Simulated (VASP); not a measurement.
# Ru (Fm-3m) in VASP: further runs

The runs below take Ru through single point, relaxation of cell and atoms, with PBE.

Program: VASP 6.6.1. These are calculated values, not measurements. Logs are shortened: lines on timing, memory, paths and dates and some standing lists are left out, and cuts for length are marked.

**1. The cell of the first run**

Symmetry: Fm-3m, No. 225, cubic system. Conventional cell: a = 3.810 Å, b = 3.810 Å, c = 3.810 Å, α = 90.00°, β = 90.00°, γ = 90.00°. Ru (site symmetry m-3m) has 12 Ru at 2.69 Å within 3.6 Å.

**2. Single point, PBE**

The input, INCAR:

```
PREC = Accurate
ENCUT = 520
EDIFF = 1E-6
ISMEAR = 0
SIGMA = 0.1
LREAL = False
LASPH = True
NELM = 100
ALGO = Fast
ISIF = 2
LWAVE = False
LCHARG = False
GGA = PE
NBANDS = 13
```

The input, KPOINTS:

```
regular mesh
0
Gamma
  18 18 18
```

The input, POSCAR:

```
Ru
1.0
    0.0000000000      1.9051290848      1.9051290848
    1.9051290848      0.0000000000      1.9051290848
    1.9051290848      1.9051290848      0.0000000000
Ru
1
Direct
    0.0000000000      0.0000000000      0.0000000000
```

Potentials or basis: VASP PAW PBE potentials, release 64 (Ru_pv).

Launch:

```
cat potpaw_PBE.64/Ru_pv/POTCAR > POTCAR
mpirun -np 1 vasp_std > vasp.out
```

OUTCAR:

```text
PREC = Accurate
   ENCUT = 520
   EDIFF = 1E-6
   ISMEAR = 0
   LREAL = False
   LASPH = True
   NELM = 100
   ISIF = 2
   GGA = PE

 ion  position               nearest neighbor table
   1  0.000  0.000  0.000-

  LATTYP: Found a face centered cubic cell.
 ALAT       =     3.8102581696

  Lattice vectors:

 A1 = (   0.0000000000,   1.9051290848,   1.9051290848)
 A2 = (   1.9051290848,   0.0000000000,   1.9051290848)
 A3 = (   1.9051290848,   1.9051290848,   0.0000000000)

Analysis of symmetry for initial positions (statically):
=====================================================================
 Subroutine PRICEL returns:
 Original cell was already a primitive cell.

 Routine SETGRP: Setting up the symmetry group for a
 face centered cubic supercell.

 Subroutine GETGRP returns: Found 48 space group operations
 (whereof 48 operations were pure point group operations)
 out of a pool of 48 trial point group operations.

The static configuration has the point symmetry O_h .

Analysis of symmetry for dynamics (positions and initial velocities):
=====================================================================
 Subroutine PRICEL returns:
 Original cell was already a primitive cell.

 Routine SETGRP: Setting up the symmetry group for a
 face centered cubic supercell.

 Subroutine GETGRP returns: Found 48 space group operations
 (whereof 48 operations were pure point group operations)
 out of a pool of 48 trial point group operations.

The dynamic configuration has the point symmetry O_h .

 Subroutine INISYM returns: Found 48 space group operations
 (whereof 48 operations are pure point group operations),
 and found     1 'primitive' translations

----------------------------------------------------------------------------------------

                                     Primitive cell

  volume of cell :      13.8294

  direct lattice vectors                    reciprocal lattice vectors
     0.000000000  1.905129085  1.905129085    -0.262449408  0.262449408  0.262449408
     1.905129085  0.000000000  1.905129085     0.262449408 -0.262449408  0.262449408
     1.905129085  1.905129085  0.000000000     0.262449408  0.262449408 -0.262449408

  length of vectors
     2.694259390  2.694259390  2.694259390     0.454575709  0.454575709  0.454575709

  position of ions in fractional coordinates (direct lattice)
     0.000000000  0.000000000  0.000000000

  ion indices of the primitive-cell ions
   primitive index   ion index
                 1           1

----------------------------------------------------------------------------------------

 KPOINTS: regular mesh

Automatic generation of k-mesh.
 Grid dimensions read from file:
 generate k-points for:   18   18   18

 Generating k-lattice:

  Cartesian coordinates                     Fractional coordinates (reciprocal lattice)
    -0.014580523  0.014580523  0.014580523     0.055555556  0.000000000  0.000000000
     0.014580523 -0.014580523  0.014580523     0.000000000  0.055555556  0.000000000
     0.014580523  0.014580523 -0.014580523     0.000000000  0.000000000  0.055555556

  Length of vectors
     0.025254206  0.025254206  0.025254206

  Shift w.r.t. Gamma in fractional coordinates (k-lattice)
     0.000000000  0.000000000  0.000000000

 Subroutine IBZKPT returns following result:
 ===========================================

 Found    195 irreducible k-points:

 Following reciprocal coordinates:
            Coordinates               Weight
  0.000000  0.000000  0.000000      1.000000
  0.055556  0.000000  0.000000      8.000000
  0.111111  0.000000  0.000000      8.000000
  0.166667  0.000000  0.000000      8.000000
  0.222222  0.000000  0.000000      8.000000
  0.277778  0.000000  0.000000      8.000000
[... 16 lines left out ...]
 -0.277778  0.055556  0.000000     24.000000
 -0.222222  0.055556  0.000000     24.000000
 [... further k-points ...]
   k-points           NKPTS =    195   k-points in BZ     NKDIM =    195   number of bands    NBANDS=     13
   number of dos      NEDOS =    301   number of ions     NIONS =      1
   total plane-waves  NPLWV =   8000
   dimension x,y,z NGX =    20 NGY =   20 NGZ =   20
   dimension x,y,z NGXF=    40 NGYF=   40 NGZF=   40
   ions per type =               1
   NGX,Y,Z   is equivalent  to a cutoff of  12.34, 12.34, 12.34 a.u.
   NGXF,Y,Z  is equivalent  to a cutoff of  24.68, 24.68, 24.68 a.u.
 SYSTEM =  unknown system
   PREC   = accura    normal or accurate (medium, high low for compatibility)
   ISTART =      0    job   : 0-new  1-cont  2-samecut
   ICHARG =      2    charge: 1-file 2-atom 10-const
   ISPIN  =      1    spin polarized calculation?
   LNONCOLLINEAR =      F non collinear calculations
   LSORBIT =      F    spin-orbit coupling
   LASPH  =      T    aspherical Exc in radial PAW
   ENCUT  =  520.0 eV  38.22 Ry    6.18 a.u.   5.01  5.01  5.01*2*pi/ulx,y,z
   NELM   =    100;   NELMIN=  2; NELMDL= -5     # of ELM steps
   EDIFF  = 0.1E-05   stopping-criterion for ELM
   LREAL  =      F    real-space projection
   EDIFFG = 0.1E-04   stopping-criterion for IOM
   NSW    =      0    number of steps for IOM
   IBRION =     -1    ionic relax: 0-MD 1-quasi-New 2-CG
   NFREE  =      0    steps in history (QN), initial steepest desc. (CG)
   ISIF   =      2    stress and relaxation
   ISYM   =      2    0-nonsym 1-usesym 2-fastsym
   POTIM  = 0.5000    time-step for ionic-motion
   TEBEG  =    0.0;   TEEND  =   0.0 temperature during run
   PSTRESS=    0.0 pullay stress
   NELECT =      14.0000    total number of electrons
   NUPDOWN=      -1.0000    fix difference up-down
   EMIN   =  10.00;   EMAX   =-10.00  energy-range for DOS
   EFERMI =   0.00;   METHOD = LEGACY
   ISMEAR =     0;   SIGMA  =   0.10  broadening in eV -4-tet -1-fermi 0-gaus
   EFERMI_NEDOS =   21; number of points for ismear=-14 and -15
   IALGO  =     68    algorithm
   IMIX   =      4    mixing-type and parameters
     AMIX     =   0.40;   BMIX     =  1.00
     AMIX_MAG =   1.60;   BMIX_MAG =  1.00
  volume/ion in A,a.u.               =      13.83        93.33
  Fermi-wavevector in a.u.,A,eV,Ry     =   1.643803  3.106337 36.764144  2.702088
  Thomas-Fermi vector in A             =   2.733876
   LORBIT       =      0    0 simple, 1 ext, 2 COOP (PROOUT), +10 PAW based schemes
   GGA     = PE    functional components
   LHFCALC =     F    Hartree Fock is set to
   AEXX    =    0.0000 exact exchange contribution
   IVDW    =     0    specifies the selected vdW correction
   LEPSILON=     F    determine dielectric tensor
   LRPA    =     F    only Hartree local field effects (RPA)
 non-spin polarized calculation
 RMM-DIIS sequential band-by-band and
 Gauss-broadening in eV      SIGMA  =   0.10
  energy-cutoff  :      520.00
  volume of cell :       13.83
 maximum number of plane-waves:       388
   NGX =  9   NGY =  9   NGZ =  9

 number of electron      14.0000002 magnetization

 Free energy of the ion-electron system (eV)
  ---------------------------------------------------
  ext. energy  EPLUGINS =         0.00000000
  ---------------------------------------------------
  free energy    TOTEN  =        -9.12579065 eV

  energy without entropy =       -9.12069935  energy(sigma->0) =       -9.12324500

 E-fermi :  12.3878     XC(G=0): -14.0036

 val. band max:       12.3720065574   @ k =   0.3333   0.2778   0.0000
 cond. band min:      12.3946381253   @ k =   0.1667   0.0556   0.0000
 fundamental gap:      0.0226315679
 Fermi energy:        12.3878458696

 k-point     1 :       0.0000    0.0000    0.0000
  band No.  band energies     occupation
      1     -29.9985      2.00000
      2     -29.9985      2.00000
      3     -29.9985      2.00000
      4       4.6260      2.00000
      5       9.9164      2.00000
      6       9.9164      2.00000
      7       9.9164      2.00000
      8      12.2969      1.80179
      9      12.2969      1.80179
     10      22.9898      0.00000
     11      27.4946      0.00000
     12      33.1335      0.00000
     13      33.1335      0.00000

 k-point     2 :       0.0556    0.0000    0.0000
  band No.  band energies     occupation
      1     -30.0303      2.00000
      2     -30.0026      2.00000
      3     -30.0026      2.00000
      4       4.7560      2.00000
      5       9.8487      2.00000
      6       9.9710      2.00000
      7       9.9710      2.00000
      8      12.2619      1.92509
      9      12.2619      1.92509
     10      22.9897      0.00000
     11      27.7109      0.00000
     12      32.4782      0.00000
     13      33.3432      0.00000

 k-point     3 :       0.1111    0.0000    0.0000
  band No.  band energies     occupation
      1     -30.1212      2.00000
      2     -30.0146      2.00000
      3     -30.0146      2.00000
      4       5.1276      2.00000
      5       9.6788      2.00000
      6      10.1134      2.00000
      7      10.1134      2.00000
      8      12.1855      1.99579
      9      12.1855      1.99579
     10      22.9896      0.00000
     11      28.3021      0.00000
     12      31.1270      0.00000
     13      33.9545      0.00000

 k-point     4 :       0.1667    0.0000    0.0000
  band No.  band energies     occupation
      1     -30.2588      2.00000
      2     -30.0327      2.00000
      3     -30.0327      2.00000
      4       5.6744      2.00000
      5       9.5072      2.00000
      6      10.2715      2.00000
      7      10.2715      2.00000
      8      12.1566      1.99892
      9      12.1566      1.99892
     10      22.9896      0.00000
     11      29.0495      0.00000
     12      29.6913      0.00000
     13      34.9158      0.00000

 k-point     5 :       0.2222    0.0000    0.0000
  band No.  band energies     occupation
      1     -30.4252      2.00000
      2     -30.0549      2.00000
      3     -30.0549      2.00000
      4       6.2447      2.00000
      5       9.5175      2.00000
      6      10.3325      2.00000
      7      10.3325      2.00000
      8      12.3019      1.77591
      9      12.3019      1.77591
     10      22.9896      0.00000
     11      28.2054      0.00000
     12      29.6800      0.00000
     13      36.1383      0.00000

 k-point     6 :       0.2778    0.0000    0.0000
  band No.  band energies     occupation
      1     -30.5994      2.00000
      2     -30.0785      2.00000
      3     -30.0785      2.00000
      4       6.6047      2.00000
      5       9.9527      2.00000
      6      10.2516      2.00000
      7      10.2516      2.00000
      8      12.6650      0.00009
      9      12.6650      0.00009
     10      22.9894      0.00000
     11      26.8368      0.00000
     12      29.5022      0.00000
     13      37.2671      0.00000

 k-point     7 :       0.3333    0.0000    0.0000
  band No.  band energies     occupation
      1     -30.7604      2.00000
      2     -30.1005      2.00000
      3     -30.1005      2.00000
      4       6.6759      2.00000
      5      10.0954      2.00000
      6      10.0954      2.00000
      7      10.8616      2.00000
      8      13.1528      0.00000
      9      13.1528      0.00000
     10      22.9891      0.00000
     11      25.4377      0.00000
     12      28.6758      0.00000
     13      36.0584      0.00000
[... 193 lines left out ...]
 k-point    20 :      -0.4444    0.0556    0.0000
  band No.  band energies     occupation
      1     -30.9799      2.00000
      2     -30.1575      2.00000
      3     -30.1342      2.00000
      4       6.6078      2.00000
      5       9.7193      2.00000
      6       9.8918      2.00000
      7      12.5488      0.02281
      8      13.9513      0.00000
      9      14.9231      0.00000
     10      22.4887      0.00000
     11      22.9953      0.00000
     12      27.3678      0.00000
     13      33.0782      0.00000

 k-point    21 :      -0.3889    0.0556    0.0000
  band No.  band energies     occupation
      1     -30.9152      2.00000
      2     -30.1530      2.00000
      3     -30.1198      2.00000
      4       6.6788      2.00000
      5       9.8236      2.00000
      6       9.9658      2.00000
      7      11.9137      2.00000
      8      13.5544      0.00000
      9      14.4880      0.00000
     10      22.9857      0.00000
     11      23.5743      0.00000
     12      27.7705      0.00000
     13      33.4677      0.00000

 k-point    22 :      -0.3333    0.0556    0.0000
  band No.  band energies     occupation
      1     -30.8024      2.00000
      2     -30.1402      2.00000
      3     -30.0997      2.00000
      4       6.7671      2.00000
      5       9.9822      2.00000
      6      10.1038      2.00000
      7      10.9492      2.00000
      8      13.0246      0.00000
      9      13.9184      0.00000
     10      22.9889      0.00000
     11      25.0216      0.00000
     12      28.5055      0.00000
     13      34.3140      0.00000

 k-point    23 :      -0.2778    0.0556    0.0000
  band No.  band energies     occupation
      1     -30.6540      2.00000
      2     -30.1205      2.00000
      3     -30.0762      2.00000
      4       6.7674      2.00000
      5       9.9720      2.00000
      6      10.2169      2.00000
      7      10.2732      2.00000
      8      12.4766      0.20924
      9      13.3370      0.00000
     10      22.9893      0.00000
     11      26.4801      0.00000
     12      29.3850      0.00000
     13      35.3372      0.00000

 k-point    24 :      -0.2222    0.0556    0.0000
  band No.  band energies     occupation
      1     -30.4866      2.00000
      2     -30.0962      2.00000
      3     -30.0522      2.00000
      4       6.5095      2.00000
      5       9.4545      2.00000
      6      10.3300      2.00000
      7      10.4004      2.00000
      8      12.0442      2.00000
      9      12.8320      0.00000
     10      22.9895      0.00000
     11      27.8595      0.00000
     12      29.8458      0.00000
     13      35.3273      0.00000

 [... further k-points ...]
[... 5 lines left out ...]
  --------------------------------------------------------------------------------------
  -------------------------------------------------------------------------------------
  Total       -0.0183286     -0.0183286     -0.0183286      0.0000000     -0.0000000      0.0000000
  in kB       -2.1234221     -2.1234221     -2.1234221      0.0000000     -0.0000000      0.0000000
  external PRESSURE =      -2.1234221 kB  Pullay stress =       0.0000000 kB

 VOLUME and BASIS-vectors are now :
 -----------------------------------------------------------------------------
  energy-cutoff  :      520.00
  volume of cell :       13.83
      direct lattice vectors                 reciprocal lattice vectors
     0.000000000  1.905129085  1.905129085    -0.262449408  0.262449408  0.262449408
     1.905129085  0.000000000  1.905129085     0.262449408 -0.262449408  0.262449408
     1.905129085  1.905129085  0.000000000     0.262449408  0.262449408 -0.262449408

 POSITION                                       TOTAL-FORCE (eV/Angst)
 -----------------------------------------------------------------------------------
      0.00000      0.00000      0.00000        -0.000000     -0.000000     -0.000000
 -----------------------------------------------------------------------------------
    total drift:                                0.000000      0.000000      0.000000

  FREE ENERGIE OF THE ION-ELECTRON SYSTEM (eV)
  ---------------------------------------------------
  free  energy   TOTEN  =        -9.1257906514 eV

  energy  without entropy=       -9.1206993489  energy(sigma->0) =       -9.12324500
```

Run time: 11 s. Hardware: 1 thread of Intel Xeon 6975P-C (Granite Rapids), shared host; peak memory 0.15 GiB.

Results:

- Free energy: -9.1258 eV
- Pressure: -0.2 GPa
- Band gap on the k mesh: zero (band 7 reaches 14.62 eV, above the bottom of band 8 at 11.28 eV)

(Part 1 of 2 ends here.)
